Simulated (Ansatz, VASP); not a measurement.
This is a calculation of SnO2 for Ansatz 0.2.0.

Contents of input.yaml:

```yaml
crystal:
  lattice:
    - [-1.959239428, 1.959239428, 5.0190846328]
    - [1.959239428, -1.959239428, 5.0190846328]
    - [1.959239428, 1.959239428, -5.0190846328]
  atoms:
    - { symbol: Sn, position: [0.0, 0.0, 0.0] }
    - { symbol: Sn, position: [0.75, 0.25, 0.5] }
    - { symbol: O, position: [0.54652259, 0.04652259, 0.5] }
    - { symbol: O, position: [0.20347741, 0.20347741, 0.0] }
    - { symbol: O, position: [0.95347741, 0.45347741, 0.5] }
    - { symbol: O, position: [0.79652259, 0.79652259, 0.0] }
kpoints:
  mp_grid: { grid: [9, 9, 9] }
scf:
  occupations: { method: fermi_dirac, width: 0.05 }
hamiltonian:
  xc: pbesol
  pseudopotentials: { kind: all_electron, lapw: { basis_error: 0.001 } }
output:
  forces: true
  stress: true
  eigenvalues: true
```

Potentials or basis: all-electron LAPW, scalar-relativistic.

Launch:

```sh
$ ansatz run input.yaml --threads 4 --pin off --max-ram 12288MiB --backend cpu --events-out ev --progress --plain --runs-dir out
```

Question: Set up the same calculation for VASP 6.6.1. Potentials there: VASP PAW PBE potentials, release 64 (Sn_d, O).

Answer: As run (the cutoff follows the program's own potentials):

INCAR

```
SYSTEM = SnO2
ALGO = Normal
EDIFF = 1E-7
ENCUT = 520
GGA = PS
ISIF = 2
ISMEAR = -1
LASPH = .True.
LCHARG = .False.
LREAL = .False.
LWAVE = .False.
NBANDS = 35
NELM = 60
PREC = Accurate
SIGMA = 0.05
```

KPOINTS

```
k-points
0
Gamma
  9 9 9
  0 0 0
```

The input POSCAR:

```
SnO2
1.0
   -1.9592394280      1.9592394280      5.0190846328
    1.9592394280     -1.9592394280      5.0190846328
    1.9592394280      1.9592394280     -5.0190846328
Sn O
2 4
Direct
    0.0000000000      0.0000000000      0.0000000000
    0.7500000000      0.2500000000      0.5000000000
    0.5465225900      0.0465225900      0.5000000000
    0.2034774100      0.2034774100      0.0000000000
    0.9534774100      0.4534774100      0.5000000000
    0.7965225900      0.7965225900      0.0000000000
```

Potentials or basis: VASP PAW PBE potentials, release 64 (Sn_d, O).

The run is started by

```sh
$ cat potpaw_PBE.64/Sn_d/POTCAR potpaw_PBE.64/O/POTCAR > POTCAR
$ mpirun -np 1 vasp_std > vasp.out
```

Both were run:

|  | VASP | Ansatz | Ansatz less VASP |
| --- | --- | --- | --- |
| gap on the k mesh at the Fermi level (eV) | 2.23 | 2.23 | +0.008 |
| least direct gap on the mesh (eV) | 2.67 | 2.68 | +0.007 |
| pressure (GPa) | 14.1 | 13.3 | -0.78 |
| traceless stress, the component that is largest in VASP (GPa) | 0.91 | 0.70 | -0.209 |
| rms of the force components (eV/Å) | 0.167 | 0.152 | -0.0151 |

VASP's potentials were made for PBE, not for PBEsol. Atom by atom the forces differ by 0.015 eV/Å (rms over components). Ansatz ran all-electron here, and VASP with PAW potentials.
